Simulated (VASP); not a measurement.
# Si (Fd-3m) in VASP: further runs

Si is run at these levels: PBE; tasks: single point, relaxation of cell and atoms.

Program: VASP 6.6.1. These are calculated values, not measurements. Logs are shortened: lines on timing, memory, paths and dates and some standing lists are left out, and cuts for length are marked.

## (1) The cell of the first run

Symmetry: Fd-3m, No. 227, cubic system. The conventional cell has a = 5.470 Å, b = 5.470 Å, c = 5.470 Å, α = 90.00°, β = 90.00°, γ = 90.00°. Si (site symmetry -43m) has 4 Si at 2.37 Å within 3.1 Å.

## (2) Single point, PBE

File INCAR:

```
PREC = Accurate
ENCUT = 520
EDIFF = 1E-6
ISMEAR = 0
SIGMA = 0.01
LREAL = False
LASPH = True
NELM = 60
ALGO = Normal
ISIF = 2
LWAVE = False
LCHARG = False
GGA = PE
NBANDS = 11
```

File KPOINTS:

```
Automatic mesh
0
Gamma
  8 8 8
```

File POSCAR:

```
Si
1.0
    0.0000000000      2.7348882344      2.7348882344
    2.7348882344      0.0000000000      2.7348882344
    2.7348882344      2.7348882344      0.0000000000
Si
2
Direct
    0.7500000000      0.7500000000      0.7500000000
    0.5000000000      0.5000000000      0.5000000000
```

Potentials or basis: VASP PAW PBE potentials, release 64 (Si).

On the command line:

```
$ cat potpaw_PBE.64/Si/POTCAR > POTCAR
$ mpirun -np 1 vasp_std > vasp.out
```

OUTCAR:

```text
PREC = Accurate
   ENCUT = 520
   EDIFF = 1E-6
   ISMEAR = 0
   LREAL = False
   LASPH = True
   NELM = 60
   ISIF = 2
   GGA = PE

 ion  position               nearest neighbor table
   1  0.750  0.750  0.750-   2 2.37   2 2.37   2 2.37   2 2.37
   2  0.500  0.500  0.500-   1 2.37   1 2.37   1 2.37   1 2.37

  LATTYP: Found a face centered cubic cell.
 ALAT       =     5.4697764688

  Lattice vectors:

 A1 = (   0.0000000000,   2.7348882344,   2.7348882344)
 A2 = (   2.7348882344,   0.0000000000,   2.7348882344)
 A3 = (   2.7348882344,   2.7348882344,   0.0000000000)

Analysis of symmetry for initial positions (statically):
=====================================================================
 Subroutine PRICEL returns:
 Original cell was already a primitive cell.

 Routine SETGRP: Setting up the symmetry group for a
 face centered cubic supercell.

 Subroutine GETGRP returns: Found 48 space group operations
 (whereof 24 operations were pure point group operations)
 out of a pool of 48 trial point group operations.

The static configuration has the point symmetry T_d .
 The point group associated with its full space group is O_h .

Analysis of symmetry for dynamics (positions and initial velocities):
=====================================================================
 Subroutine PRICEL returns:
 Original cell was already a primitive cell.

 Routine SETGRP: Setting up the symmetry group for a
 face centered cubic supercell.

 Subroutine GETGRP returns: Found 48 space group operations
 (whereof 24 operations were pure point group operations)
 out of a pool of 48 trial point group operations.

The dynamic configuration has the point symmetry T_d .
 The point group associated with its full space group is O_h .

 Subroutine INISYM returns: Found 48 space group operations
 (whereof 24 operations are pure point group operations),
 and found     1 'primitive' translations

----------------------------------------------------------------------------------------

                                     Primitive cell

  volume of cell :      40.9118

  direct lattice vectors                    reciprocal lattice vectors
     0.000000000  2.734888234  2.734888234    -0.182822828  0.182822828  0.182822828
     2.734888234  0.000000000  2.734888234     0.182822828 -0.182822828  0.182822828
     2.734888234  2.734888234  0.000000000     0.182822828  0.182822828 -0.182822828

  length of vectors
     3.867716033  3.867716033  3.867716033     0.316658426  0.316658426  0.316658426

  position of ions in fractional coordinates (direct lattice)
     0.750000000  0.750000000  0.750000000
     0.500000000  0.500000000  0.500000000

  ion indices of the primitive-cell ions
   primitive index   ion index
                 1           1
                 2           2

----------------------------------------------------------------------------------------

 KPOINTS: Automatic mesh

Automatic generation of k-mesh.
 Grid dimensions read from file:
 generate k-points for:    8    8    8

 Generating k-lattice:

  Cartesian coordinates                     Fractional coordinates (reciprocal lattice)
    -0.022852853  0.022852853  0.022852853     0.125000000  0.000000000  0.000000000
     0.022852853 -0.022852853  0.022852853     0.000000000  0.125000000  0.000000000
     0.022852853  0.022852853 -0.022852853     0.000000000  0.000000000  0.125000000

  Length of vectors
     0.039582303  0.039582303  0.039582303

  Shift w.r.t. Gamma in fractional coordinates (k-lattice)
     0.000000000  0.000000000  0.000000000

 Subroutine IBZKPT returns following result:
 ===========================================

 Found     29 irreducible k-points:

 Following reciprocal coordinates:
            Coordinates               Weight
  0.000000  0.000000  0.000000      1.000000
  0.125000  0.000000  0.000000      8.000000
  0.250000  0.000000  0.000000      8.000000
  0.375000  0.000000  0.000000      8.000000
  0.500000  0.000000  0.000000      4.000000
  0.125000  0.125000  0.000000      6.000000
[... 16 lines left out ...]
  0.500000  0.250000  0.125000     48.000000
 -0.375000  0.250000  0.125000     24.000000
 [... further k-points ...]
   k-points           NKPTS =     29   k-points in BZ     NKDIM =     29   number of bands    NBANDS=     11
   number of dos      NEDOS =    301   number of ions     NIONS =      2
   total plane-waves  NPLWV =  27000
   dimension x,y,z NGX =    30 NGY =   30 NGZ =   30
   dimension x,y,z NGXF=    60 NGYF=   60 NGZF=   60
   ions per type =               2
   NGX,Y,Z   is equivalent  to a cutoff of  12.89, 12.89, 12.89 a.u.
   NGXF,Y,Z  is equivalent  to a cutoff of  25.79, 25.79, 25.79 a.u.
 SYSTEM =  unknown system
   PREC   = accura    normal or accurate (medium, high low for compatibility)
   ISTART =      0    job   : 0-new  1-cont  2-samecut
   ICHARG =      2    charge: 1-file 2-atom 10-const
   ISPIN  =      1    spin polarized calculation?
   LNONCOLLINEAR =      F non collinear calculations
   LSORBIT =      F    spin-orbit coupling
   LASPH  =      T    aspherical Exc in radial PAW
   ENCUT  =  520.0 eV  38.22 Ry    6.18 a.u.   7.19  7.19  7.19*2*pi/ulx,y,z
   NELM   =     60;   NELMIN=  2; NELMDL= -5     # of ELM steps
   EDIFF  = 0.1E-05   stopping-criterion for ELM
   LREAL  =      F    real-space projection
   EDIFFG = 0.1E-04   stopping-criterion for IOM
   NSW    =      0    number of steps for IOM
   IBRION =     -1    ionic relax: 0-MD 1-quasi-New 2-CG
   NFREE  =      0    steps in history (QN), initial steepest desc. (CG)
   ISIF   =      2    stress and relaxation
   ISYM   =      2    0-nonsym 1-usesym 2-fastsym
   POTIM  = 0.5000    time-step for ionic-motion
   TEBEG  =    0.0;   TEEND  =   0.0 temperature during run
   PSTRESS=    0.0 pullay stress
   NELECT =       8.0000    total number of electrons
   NUPDOWN=      -1.0000    fix difference up-down
   EMIN   =  10.00;   EMAX   =-10.00  energy-range for DOS
   EFERMI =   0.00;   METHOD = LEGACY
   ISMEAR =     0;   SIGMA  =   0.01  broadening in eV -4-tet -1-fermi 0-gaus
   EFERMI_NEDOS =   21; number of points for ismear=-14 and -15
   IALGO  =     38    algorithm
   IMIX   =      4    mixing-type and parameters
     AMIX     =   0.40;   BMIX     =  1.00
     AMIX_MAG =   1.60;   BMIX_MAG =  1.00
  volume/ion in A,a.u.               =      20.46       138.04
  Fermi-wavevector in a.u.,A,eV,Ry     =   0.950215  1.795646 12.284818  0.902909
  Thomas-Fermi vector in A             =   2.078571
   LORBIT       =      0    0 simple, 1 ext, 2 COOP (PROOUT), +10 PAW based schemes
   GGA     = PE    functional components
   LHFCALC =     F    Hartree Fock is set to
   AEXX    =    0.0000 exact exchange contribution
   IVDW    =     0    specifies the selected vdW correction
   LEPSILON=     F    determine dielectric tensor
   LRPA    =     F    only Hartree local field effects (RPA)
 non-spin polarized calculation
 Gauss-broadening in eV      SIGMA  =   0.01
  energy-cutoff  :      520.00
  volume of cell :       40.91
 maximum number of plane-waves:      1124
 NGX is ok and might be reduce to    30
   NGX = 15   NGY = 15   NGZ = 15

 number of electron       8.0000001 magnetization

 Free energy of the ion-electron system (eV)
  ---------------------------------------------------
  ext. energy  EPLUGINS =         0.00000000
  ---------------------------------------------------
  free energy    TOTEN  =       -10.84608424 eV

  energy without entropy =      -10.84608424  energy(sigma->0) =      -10.84608424

 E-fermi :   5.6517     XC(G=0):  -9.3244

 val. band max:        5.6116313904   @ k =   0.0000   0.0000   0.0000
 cond. band min:       6.2625299848   @ k =   0.3750   0.3750   0.0000
 fundamental gap:      0.6508985944
 Fermi energy:         5.6516519521

 k-point     1 :       0.0000    0.0000    0.0000
  band No.  band energies     occupation
      1      -6.1994      2.00000
      2       5.6116      2.00000
      3       5.6116      2.00000
      4       5.6116      2.00000
      5       8.1679      0.00000
      6       8.1679      0.00000
      7       8.1679      0.00000
      8       8.7390      0.00000
      9      13.3199      0.00000
     10      13.3199      0.00000
     11      13.4865      0.00000

 k-point     2 :       0.1250    0.0000    0.0000
  band No.  band energies     occupation
      1      -5.9990      2.00000
      2       4.0210      2.00000
      3       5.3294      2.00000
      4       5.3294      2.00000
      5       8.0527      0.00000
      6       8.5831      0.00000
      7       8.5831      0.00000
      8      10.1395      0.00000
      9      12.8472      0.00000
     10      12.8472      0.00000
     11      14.2619      0.00000

 k-point     3 :       0.2500    0.0000    0.0000
  band No.  band energies     occupation
      1      -5.4149      2.00000
      2       1.7263      2.00000
      3       4.8669      2.00000
      4       4.8669      2.00000
      5       7.5688      0.00000
      6       9.1009      0.00000
      7       9.1009      0.00000
      8      12.3581      0.00000
      9      12.7981      0.00000
     10      12.7981      0.00000
     11      14.5391      0.00000

 k-point     4 :       0.3750    0.0000    0.0000
  band No.  band energies     occupation
      1      -4.5409      2.00000
      2      -0.2572      2.00000
      3       4.5443      2.00000
      4       4.5443      2.00000
      5       7.2042      0.00000
      6       9.0643      0.00000
      7       9.0643      0.00000
      8      13.4474      0.00000
      9      14.1493      0.00000
     10      14.1493      0.00000
     11      15.1189      0.00000

 k-point     5 :       0.5000    0.0000    0.0000
  band No.  band energies     occupation
      1      -3.9220      2.00000
      2      -1.2546      2.00000
      3       4.4336      2.00000
      4       4.4336      2.00000
      5       7.0761      0.00000
      6       8.9609      0.00000
      7       8.9609      0.00000
      8      13.3124      0.00000
      9      16.1050      0.00000
     10      16.1050      0.00000
     11      16.7886      0.00000
[... 211 lines left out ...]
 k-point    21 :       0.5000    0.5000    0.0000
  band No.  band energies     occupation
      1      -2.1329      2.00000
      2      -2.1329      2.00000
      3       2.8189      2.00000
      4       2.8189      2.00000
      5       6.3638      0.00000
      6       6.3638      0.00000
      7      15.5431      0.00000
      8      15.5431      0.00000
      9      16.5168      0.00000
     10      16.5168      0.00000
     11      18.0520      0.00000

 k-point    22 :       0.3750    0.2500    0.1250
  band No.  band energies     occupation
      1      -4.8952      2.00000
      2       1.3439      2.00000
      3       2.9609      2.00000
      4       4.2121      2.00000
      5       8.0544      0.00000
      6       9.4366      0.00000
      7       9.8146      0.00000
      8      11.0509      0.00000
      9      13.3225      0.00000
     10      15.7133      0.00000
     11      16.5729      0.00000

 k-point    23 :       0.5000    0.2500    0.1250
  band No.  band energies     occupation
      1      -4.0262      2.00000
      2      -0.1749      2.00000
      3       2.3571      2.00000
      4       3.7250      2.00000
      5       8.4754      0.00000
      6       9.1406      0.00000
      7      10.5882      0.00000
      8      11.4885      0.00000
      9      14.5402      0.00000
     10      15.2357      0.00000
     11      17.5115      0.00000

 k-point    24 :      -0.3750    0.2500    0.1250
  band No.  band energies     occupation
      1      -3.3924      2.00000
      2      -1.0938      2.00000
      3       2.2257      2.00000
      4       3.5022      2.00000
      5       8.6341      0.00000
      6       8.7580      0.00000
      7      11.4568      0.00000
      8      12.6764      0.00000
      9      12.9165      0.00000
     10      16.1175      0.00000
     11      17.1613      0.00000

 [... further k-points ...]
[... 5 lines left out ...]
  --------------------------------------------------------------------------------------
  -------------------------------------------------------------------------------------
  Total       -0.0123882     -0.0123882     -0.0123882     -0.0000000     -0.0000000      0.0000000
  in kB       -0.4851420     -0.4851420     -0.4851420     -0.0000000     -0.0000000      0.0000000
  external PRESSURE =      -0.4851420 kB  Pullay stress =       0.0000000 kB

 VOLUME and BASIS-vectors are now :
 -----------------------------------------------------------------------------
  energy-cutoff  :      520.00
  volume of cell :       40.91
      direct lattice vectors                 reciprocal lattice vectors
     0.000000000  2.734888234  2.734888234    -0.182822828  0.182822828  0.182822828
     2.734888234  0.000000000  2.734888234     0.182822828 -0.182822828  0.182822828
     2.734888234  2.734888234  0.000000000     0.182822828  0.182822828 -0.182822828

 POSITION                                       TOTAL-FORCE (eV/Angst)
 -----------------------------------------------------------------------------------
      4.10233      4.10233      4.10233        -0.000000     -0.000000     -0.000000
      2.73489      2.73489      2.73489         0.000000      0.000000      0.000000
 -----------------------------------------------------------------------------------
    total drift:                                0.000000     -0.000000     -0.000000

  FREE ENERGIE OF THE ION-ELECTRON SYSTEM (eV)
  ---------------------------------------------------
  free  energy   TOTEN  =       -10.8460842448 eV

  energy  without entropy=      -10.8460842448  energy(sigma->0) =      -10.84608424
```

Run time: 5.2 s. Hardware: 1 thread of Intel Xeon 6975P-C (Granite Rapids), shared host; peak memory 0.15 GiB.

What came out:

```yaml
Free_energy: -10.8461 eV
Pressure: 0.0 GPa
Band_gap_on_the_k_mesh: 0.65 eV, indirect (least direct gap 2.56 eV)
```

Levels at points of the mesh, in eV from the valence-band top:
| k point | band 1 | band 2 | band 3 | band 4 | band 5 | band 6 | band 7 | band 8 |
| --- | --- | --- | --- | --- | --- | --- | --- | --- |
| (0.00, 0.00, 0.00) | -11.81 | 0.00 | 0.00 | 0.00 | 2.56 | 2.56 | 2.56 | 3.13 |
| (0.50, 0.00, 0.00) | -9.53 | -6.87 | -1.18 | -1.18 | 1.46 | 3.35 | 3.35 | 7.70 |
| (0.50, 0.50, 0.00) | -7.74 | -7.74 | -2.79 | -2.79 | 0.75 | 0.75 | 9.93 | 9.93 |

A k mesh can miss the band edges. As with any semilocal functional, this PBE gap is likely too small.

## (3) Relaxation of cell and atoms, PBE

This run uses another cell than the first one, of 19.98 Å³/atom, 0.977 times its volume.

File INCAR:

```
PREC     = Accurate       # precision mode
ENCUT    = 600            # plane-wave cutoff, eV
EDIFF    = 1E-6           # SCF threshold, eV
ISMEAR   = 0              # smearing method
SIGMA    = 0.01           # smearing width, eV
LREAL    = False          # projectors in reciprocal space
LASPH    = True           # aspherical terms in the spheres
NELM     = 60             # most SCF steps
ALGO     = Normal         # electronic algorithm
ISIF     = 3              # what is computed and relaxed
LWAVE    = False          # write WAVECAR
LCHARG   = False          # write CHGCAR
GGA      = PE             # functional
IBRION   = 2              # ionic algorithm
NSW      = 80             # ionic steps
EDIFFG   = -0.002         # ionic threshold
```

File KPOINTS:

```
regular mesh
0
Gamma
  8 8 8
```

File POSCAR:

```
Si
1.0
    0.0000000000      2.7135600000      2.7135600000
    2.7135600000      0.0000000000      2.7135600000
    2.7135600000      2.7135600000      0.0000000000
Si
2
Direct
    0.7500000000      0.7500000000      0.7500000000
    0.5000000000      0.5000000000      0.5000000000
```

Potentials or basis: VASP PAW PBE potentials, release 64 (Si).

On the command line:

```
$ cat potpaw_PBE.64/Si/POTCAR > POTCAR
$ mpirun -np 1 vasp_std > vasp.out
```

It took 7.4 s on 1 thread of Intel Xeon 6975P-C (Granite Rapids), shared host; peak memory 0.17 GiB.

Results (log left out):

```yaml
Free_energy: -10.8462 eV
Relaxed_volume: 20.44 Å³/atom
Relaxed_cell: a = 3.867 Å, b = 3.867 Å, c = 3.867 Å, α = 60.00°, β = 60.00°, γ = 60.00°
Space_group_after_relaxing_to_0.05_Å: Fd-3m (No. 227)
Energy_gained_by_relaxing: 3.0 meV/atom
Ionic_steps: 3
Pressure_after_relaxing: 0.0 GPa
Band_gap_on_the_k_mesh: 0.65 eV, indirect (least direct gap 2.56 eV)
```

Step by step:
```tsv
step	energy change (eV)	largest force (eV/Å)	pressure (GPa)	volume (Å³)
1	0.0000	0.0000	2.15	39.96
2	-0.0033	0.0000	-1.35	41.54
3	-0.0061	0.0000	0.00	40.89
```

Final structure:
```
Si
1.0
     0.00000    2.73435    2.73435
     2.73435    0.00000    2.73435
     2.73435    2.73435    0.00000
Si
2
Direct
  0.75000 0.75000 0.75000
  0.50000 0.50000 0.50000
```

Levels at points of the mesh, in eV from the valence-band top:
| k point | band 1 | band 2 | band 3 | band 4 | band 5 | band 6 | band 7 | band 8 |
| --- | --- | --- | --- | --- | --- | --- | --- | --- |
| (0.00, 0.00, 0.00) | -11.81 | 0.00 | 0.00 | 0.00 | 2.56 | 2.56 | 2.56 | 3.13 |
| (0.50, 0.00, 0.00) | -9.54 | -6.87 | -1.18 | -1.18 | 1.47 | 3.35 | 3.35 | 7.70 |
| (0.50, 0.50, 0.00) | -7.75 | -7.75 | -2.79 | -2.79 | 0.75 | 0.75 | 9.94 | 9.94 |

A k mesh can miss the band edges. Zero-point motion and thermal expansion aren't in these numbers.
